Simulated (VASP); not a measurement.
A run of VASP 6.6.1:

File INCAR:

```
SYSTEM = Ti3Al
ALGO = Normal
EDIFF = 1E-7
ENCUT = 520
GGA = PS
ISIF = 2
ISMEAR = 0
ISPIN = 2
LASPH = .TRUE.
LCHARG = .TRUE.
LELF = .TRUE.
LMAXMIX = 4
LORBIT = 11
LREAL = .FALSE.
LVHAR = .TRUE.
LWAVE = .FALSE.
MAGMOM = 0.5 0.5 0.5 0
NBANDS = 32
NELM = 150
NUPDOWN = 1.5
PREC = Accurate
SIGMA = 0.15
```

File KPOINTS:

```
k-points
0
G
  12 12 12
  0 0 0
```

The input POSCAR:

```
Ti3Al
1.0
    0.0000000000      3.3792274415      3.3792274415
    3.3792274415      0.0000000000      3.3792274415
    3.3792274415      3.3792274415      0.0000000000
Ti Al
3 1
Direct
    0.7500000000      0.7500000000      0.7500000000
    0.2500000000      0.2500000000      0.2500000000
    0.0000000000      0.0000000000      0.0000000000
    0.5000000000      0.5000000000      0.5000000000
```

Potentials or basis: VASP PAW PBE potentials, release 64 (Ti_sv, Al).

Command:

```sh
$ cat potpaw_PBE.64/Ti_sv/POTCAR potpaw_PBE.64/Al/POTCAR > POTCAR
$ mpirun -np 1 vasp_std > vasp.out
```

Hardware: 1 thread of Intel(R) Xeon(R) Platinum 8259CL CPU @ 2.50GHz (Skylake/Cascade Lake) (shared host).

Estimate the wall time of this run.

Run time: 5.5 min on 1 thread of Intel(R) Xeon(R) Platinum 8259CL CPU @ 2.50GHz (Skylake/Cascade Lake), on a shared host, peak memory 0.4 GiB. Counts: scf iterations 18, k points 72.
